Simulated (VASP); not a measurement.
Wanted: the native input for a VASP 6.6.1 run.

| Quantity | Value |
| --- | --- |
| Task | relaxation of cell and atoms |
| Functional | RPBE |
| Dispersion | D3(BJ) |
| Potentials or basis | VASP PAW PBE potentials, release 64 (Ba_sv, Ti_sv, O) |
| Cutoff | 600 eV |
| k mesh | 7 × 7 × 7 |
| Occupations | fermi-dirac, width 0.05 eV |
| Spin | no spin polarisation |
| Dipole correction | no |
| Further INCAR settings | ALGO = Normal; EDIFF = 1e-06; IBRION = 2; EDIFFG = -0.01; NSW = 60; ISIF = 3 |

The structure of BaTiO3 lies in POSCAR:

```
BaTiO3
1.0
    2.8273666084      1.6323808724      2.3183934932
   -2.8273666084      1.6323808724      2.3183934932
    0.0000000000     -3.2647617449      2.3183934932
Ba Ti O
1 1 3
Direct
    0.0000000000      0.0000000000      0.0000000000
    0.4845000000      0.4845000000      0.4845000000
    0.5086000000      0.0175000000      0.5086000000
    0.0175000000      0.5086000000      0.5086000000
    0.5086000000      0.5086000000      0.0175000000
```

The input as run:

INCAR

```
PREC = Accurate ; ENCUT = 600
EDIFF = 1E-6 ; ISMEAR = -1
SIGMA = 0.05 ; LREAL = F
LASPH = T ; NELM = 100
ALGO = Normal ; ISIF = 3
LWAVE = F ; LCHARG = F
GGA = RP ; IVDW = 12
IBRION = 2 ; NSW = 60
EDIFFG = -0.01
```

KPOINTS

```
Automatic mesh
0
Gamma
  7 7 7
```

Potentials or basis: VASP PAW PBE potentials, release 64 (Ba_sv, Ti_sv, O).

The run is started by

```bash
$ cat potpaw_PBE.64/Ba_sv/POTCAR potpaw_PBE.64/Ti_sv/POTCAR potpaw_PBE.64/O/POTCAR > POTCAR
$ mpirun -np 1 vasp_std > vasp.out
```

Results of the run:

| Quantity | Value |
| --- | --- |
| Relaxed volume | 11.61 Å³/atom |
| Relaxed cell | a = 3.872 Å, b = 3.872 Å, c = 3.872 Å, α = 89.99°, β = 89.99°, γ = 89.99° |
| Space group after relaxing (to 0.05 Å) | Pm-3m (No. 221) |
| Energy gained by relaxing | 73.6 meV/atom |
| Ionic steps | 16 |
| Pressure after relaxing | 0.1 GPa |
| Largest force after relaxing | 0.007 eV/Å |
| Band gap on the k mesh | 2.01 eV, direct |
| Dispersion energy per atom | -1.808 eV |

Caveat: the PAW data sets were made with another functional, which shifts forces and pressure a little; spin-orbit coupling is left out, which moves the levels of the heavy elements.

It took 3.6 min on 1 thread of Intel(R) Xeon(R) 6975P-C (Granite Rapids), with other jobs on the host, peak memory 0.26 GiB.
